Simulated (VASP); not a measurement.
# MoH6 (F222) in VASP: notebook, part 2 of 2

VASP 6.6.1. The steps go on from the part before.

**3. Single point, PBE, collinear spin**

INCAR reads:

```
SYSTEM = MoH6
PREC = Accurate ; ENCUT = 520
EDIFF = 1E-6 ; ISMEAR = 0
SIGMA = 0.1 ; LREAL = .False.
LASPH = .True. ; NELM = 150
ALGO = Fast ; ISIF = 2
LWAVE = .False. ; LCHARG = .False.
ISPIN = 2 ; MAGMOM = 0 0 0 0 0 0 1
LORBIT = 11 ; LMAXMIX = 4
GGA = PE ; NBANDS = 23
```

KPOINTS reads:

```
Automatic mesh
0
Gamma
  6 6 6
  0 0 0
```

POSCAR reads:

```
MoH6
1.0
    0.0000000000      2.8436449836      6.0813547812
    1.6370589789      0.0000000000      6.0813547812
    1.6370589789      2.8436449836      0.0000000000
H Mo
6 1
Direct
    0.5831352269      0.9168647731      0.5831352269
    0.9168647731      0.5831352269      0.9168647731
    0.2534623281      0.9551751485      0.3505469640
    0.3505469640      0.4408155594      0.2534623281
    0.9551751485      0.2534623281      0.4408155594
    0.4408155594      0.3505469640      0.9551751485
    0.2500000000      0.2500000000      0.2500000000
```

Potentials or basis: VASP PAW PBE potentials, release 64 (H, Mo_sv).

Command:

```sh
$ cat potpaw_PBE.64/H/POTCAR potpaw_PBE.64/Mo_sv/POTCAR > POTCAR
$ mpirun -np 1 vasp_std > vasp.out
```

OUTCAR:

```text
SYSTEM = MoH6
   PREC = Accurate
   ENCUT = 520
   EDIFF = 1E-6
   ISMEAR = 0
   LREAL = .False.
   LASPH = .True.
   NELM = 150
   ISIF = 2
   ISPIN = 2
   LORBIT = 11
   GGA = PE

 ion  position               nearest neighbor table
   1  0.583  0.917  0.583-   7 1.89   7 1.89   7 1.89
   2  0.917  0.583  0.917-   7 1.89   7 1.89   7 1.89
   3  0.253  0.955  0.351-   5 0.87   7 1.82
   4  0.351  0.441  0.253-   6 0.87   7 1.82
   5  0.955  0.253  0.441-   3 0.87   7 1.82
   6  0.441  0.351  0.955-   4 0.87   7 1.82
   7  0.250  0.250  0.250-   3 1.82   4 1.82   5 1.82   6 1.82   2 1.89   2 1.89   1 1.89   1 1.89
                             1 1.89   2 1.89

  LATTYP: Found a face centered orthorhombic cell.
 ALAT       =     3.2741179578
 B/A-ratio  =     1.7370449203
 C/A-ratio  =     3.7148049396

  Lattice vectors:

 A1 = (   0.0000000000,   2.8436449836,   6.0813547812)
 A2 = (   1.6370589789,   0.0000000000,   6.0813547812)
 A3 = (   1.6370589789,   2.8436449836,   0.0000000000)

Analysis of symmetry for initial positions (statically):
=====================================================================
 Subroutine PRICEL returns:
 Original cell was already a primitive cell.

 Routine SETGRP: Setting up the symmetry group for a
 face centered orthorhombic supercell.

 Subroutine GETGRP returns: Found  4 space group operations
 (whereof  4 operations were pure point group operations)
 out of a pool of  8 trial point group operations.

The static configuration has the point symmetry D_2 .

Analysis of symmetry for dynamics (positions and initial velocities):
=====================================================================
 Subroutine PRICEL returns:
 Original cell was already a primitive cell.

 Routine SETGRP: Setting up the symmetry group for a
 face centered orthorhombic supercell.

[... 191 lines left out ...]
      1     -58.1344      1.00000
      2     -32.2348      1.00000
      3     -32.2286      1.00000
      4     -32.1805      1.00000
      5      -7.7502      1.00000
      6      -5.9779      1.00000
[... 589 lines left out ...]
     21      17.2710      0.00000
     22      18.7834      0.00000

 [... further k-points ...]

 spin component 2

 k-point     1 :       0.0000    0.0000    0.0000
  band No.  band energies     occupation
      1     -58.1347      1.00000
      2     -32.2352      1.00000
      3     -32.2289      1.00000
      4     -32.1808      1.00000
      5      -7.7502      1.00000
      6      -5.9780      1.00000
[... 589 lines left out ...]
     21      17.2709      0.00000
     22      18.7832      0.00000

 [... further k-points ...]

 [bands above 22 left out]

------------------------ aborting loop because EDIFF is reached ----------------------------------------

  FORCE on cell =-STRESS in cart. coord.  units (eV):
  Direction    XX          YY          ZZ          XY          YZ          ZX
  --------------------------------------------------------------------------------------
  -------------------------------------------------------------------------------------
  Total       -0.0497458     -0.0658317      0.0948226      0.0000000      0.0000000      0.0000000
  in kB       -1.4076582     -1.8628391      2.6831967      0.0000000      0.0000000      0.0000000
  external PRESSURE =      -0.1957669 kB  Pullay stress =       0.0000000 kB

 VOLUME and BASIS-vectors are now :
 -----------------------------------------------------------------------------
  energy-cutoff  :      520.00
  volume of cell :       56.62
      direct lattice vectors                 reciprocal lattice vectors
     0.000000000  2.843644984  6.081354781    -0.305425771  0.175830669  0.082218522
     1.637058979  0.000000000  6.081354781     0.305425771 -0.175830669  0.082218522
     1.637058979  2.843644984  0.000000000     0.305425771  0.175830669 -0.082218522

 POSITION                                       TOTAL-FORCE (eV/Angst)
 -----------------------------------------------------------------------------------
      2.45559      3.31646      9.12203         0.000000     -0.008723     -0.000000
      2.45559      5.21448      9.12203         0.000000      0.008723     -0.000000
      2.13754      1.71759      7.35015        -0.000641      0.032229     -0.011147
      1.13657      1.71759      4.81256         0.000641      0.032229      0.011147
      1.13657      3.96970      7.35015         0.000641     -0.032229     -0.011147
      2.13754      3.96970      4.81256        -0.000641     -0.032229      0.011147
      0.81853      1.42182      3.04068         0.000000     -0.000000      0.000000
 -----------------------------------------------------------------------------------
    total drift:                                0.000000      0.000001     -0.000002

  FREE ENERGIE OF THE ION-ELECTRON SYSTEM (eV)
  ---------------------------------------------------
  free  energy   TOTEN  =       -29.7907210520 eV

  energy  without entropy=      -29.7828438360  energy(sigma->0) =      -29.78678244

 total charge

# of ion       s       p       d       tot
------------------------------------------
    1        0.548   0.022   0.000   0.570
    2        0.548   0.022   0.000   0.570
    3        0.562   0.031   0.000   0.593
    4        0.562   0.031   0.000   0.593
    5        0.562   0.031   0.000   0.593
    6        0.562   0.031   0.000   0.593
    7        2.239   6.177   4.163  12.578
--------------------------------------------------
tot          5.582   6.344   4.163  16.088

 magnetization (x)

# of ion       s       p       d       tot
------------------------------------------
    1        0.000  -0.000   0.000   0.000
    2        0.000  -0.000   0.000   0.000
    3        0.000   0.000   0.000   0.000
    4        0.000   0.000   0.000   0.000
    5        0.000   0.000   0.000   0.000
    6        0.000   0.000   0.000   0.000
    7       -0.000  -0.000  -0.000  -0.000
--------------------------------------------------
tot          0.000  -0.000  -0.000  -0.000
```

Run time: 6.3 min. Hardware: 1 thread of Oxide Virtual Turin-like, shared host; peak memory 0.28 GiB.

Results:

| Property | Result |
| --- | --- |
| Free energy | -29.7907 eV |
| Pressure | 0.0 GPa |
| Largest force | 0.034 eV/Å |
| Band gap on the k mesh | zero (filled and empty bands overlap) |
| Net moment | 0.00 μB per cell |
| Valence electrons inside the program's atomic spheres | H 0.57, 0.59 (each value once); Mo 12.58 |

Forces on the atoms (eV/Å):
```
H    0.000 -0.009  0.000
H    0.000  0.009  0.000
H   -0.001  0.032 -0.011
H    0.001  0.032  0.011
H    0.001 -0.032 -0.011
H   -0.001 -0.032  0.011
Mo   0.000  0.000  0.000
```

Caveat: the k points lie up to 0.38 Å⁻¹ apart.

**4. Single point, PBE**

This run uses another cell than the first one, of 8.52 Å³/atom.

INCAR reads:

```
SYSTEM = MoH6
ALGO = Fast ; EDIFF = 1E-6
ENCUT = 520 ; GGA = PE
ISIF = 2 ; ISMEAR = 0
LASPH = .True. ; LCHARG = .False.
LREAL = .False. ; LWAVE = .False.
NBANDS = 19 ; NELM = 80
PREC = Accurate ; SIGMA = 0.1
```

KPOINTS reads:

```
k-points
0
Gamma
  12 12 12
  0 0 0
```

POSCAR reads:

```
MoH6
1.0
    0.0000000000      2.8372987545      6.4298189922
    1.6340588334      0.0000000000      6.4298189922
    1.6340588334      2.8372987545      0.0000000000
H Mo
6 1
Direct
    0.5830518074      0.9169481926      0.5830518074
    0.9169481926      0.5830518074      0.9169481926
    0.2593977917      0.9637695132      0.3484334836
    0.3484334836      0.4283992115      0.2593977917
    0.9637695132      0.2593977917      0.4283992115
    0.4283992115      0.3484334836      0.9637695132
    0.2500000000      0.2500000000      0.2500000000
```

Command:

```sh
$ cat potpaw_PBE.64/H/POTCAR potpaw_PBE.64/Mo_sv/POTCAR > POTCAR
$ mpirun -np 1 vasp_std > vasp.out
```

Wall time 12 min (1 thread of Oxide Virtual Turin-like, shared host); peak memory 0.42 GiB.

It converged, with:

```
Free energy            : -29.8042 eV
Pressure               : 0.0 GPa
Largest force          : 0.009 eV/Å
Band gap on the k mesh : zero (bands 10 and 11 overlap by 0.33 eV)
```

Forces on the atoms (eV/Å):
```
H    0.000  0.000  0.000
H    0.000  0.000  0.000
H   -0.004  0.004 -0.007
H    0.004  0.004  0.007
H    0.004 -0.004 -0.007
H   -0.004 -0.004  0.007
Mo   0.000  0.000  0.000
```

Levels at points of the mesh, in eV from the Fermi level:
```
           k point  band 6  band 7  band 8  band 9  band 10  band 11  band 12  band 13  band 14  band 15
(0.00, 0.00, 0.00)   -8.68   -7.98   -1.43   -1.41     0.33     0.33     0.83     1.81     5.42     8.22
(0.50, 0.00, 0.00)   -7.07   -6.73   -5.09   -2.72    -0.24     1.47     2.42     3.17     5.12     6.58
(0.50, 0.50, 0.00)   -8.51   -8.47   -1.43   -1.41     0.33     0.34     0.83     4.12     4.38     5.87
(0.50, 0.00, 0.50)   -6.85   -6.77   -5.13   -2.69    -0.31     1.47     2.29     2.69     5.44     5.82
(0.00, 0.50, 0.50)   -7.17   -6.77   -5.11   -2.79    -0.26     1.46     2.65     3.92     4.11     6.96
```

**5. The runs side by side**

| task | spin | cell | k mesh | cutoff (eV) | gap on the mesh (eV) | pressure (GPa) | largest force (eV/Å) |
| --- | --- | --- | --- | --- | --- | --- | --- |
| relaxation of cell and atoms | off | relaxed from a = 6.713, b = 6.298, c = 3.281 Å, angles 82.5, 68.5, 29.0°, 7 atoms, atomic positions A | 12 × 12 × 12 | 600 | none | 0.1 | 0.01 |
| single point | collinear | a = 6.713, b = 6.298, c = 3.281 Å, angles 82.5, 68.5, 29.0°, 7 atoms, atomic positions A | 6 × 6 × 6 | 520 | none | 0.0 | 0.03 |
| single point | off | a = 7.028, b = 6.634, c = 3.274 Å, angles 82.9, 69.5, 27.5°, 7 atoms, atomic positions B | 12 × 12 × 12 | 520 | none | 0.0 | 0.01 |

Alike in all rows: level PBE; potentials or basis VASP PAW PBE potentials, release 64 (H, Mo_sv); smearing gaussian 0.1 eV.

Caveats: some runs use coarse meshes.

Absolute energies hang on the potentials; compare differences alone.
